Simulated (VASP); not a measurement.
Input of a VASP 6.6.1 run:

INCAR

```
PREC = Accurate ; ENCUT = 500
EDIFF = 1E-6 ; ISMEAR = 0
SIGMA = 0.05 ; LREAL = F
LASPH = T ; NELM = 120
ALGO = Normal ; ISIF = 2
LWAVE = F ; LCHARG = F
GGA = PE ; NBANDS = 14
GGA_COMPAT = F
```

Contents of KPOINTS:

```
regular mesh
0
Gamma
  10 10 10
```

File POSCAR:

```
NaI
1.0
    0.0000000000      3.2471522385      3.2471522385
    3.2471522385      0.0000000000      3.2471522385
    3.2471522385      3.2471522385      0.0000000000
Na I
1 1
Direct
    0.0000000000      0.0000000000      0.0000000000
    0.5000000000      0.5000000000      0.5000000000
```

Potentials or basis: VASP PAW PBE potentials, release 64 (Na_pv, I).

The run is started by

```console
$ cat potpaw_PBE.64/Na_pv/POTCAR potpaw_PBE.64/I/POTCAR > POTCAR
$ mpirun -np 1 vasp_std > vasp.out
```

(1) Predict the pressure.

(2) Predict the band gap on the k mesh.

Results:

(1) 0.3 GPa.

(2) 3.61 eV.

Caveat: spin-orbit coupling is left out, which moves the levels of the heavy elements.
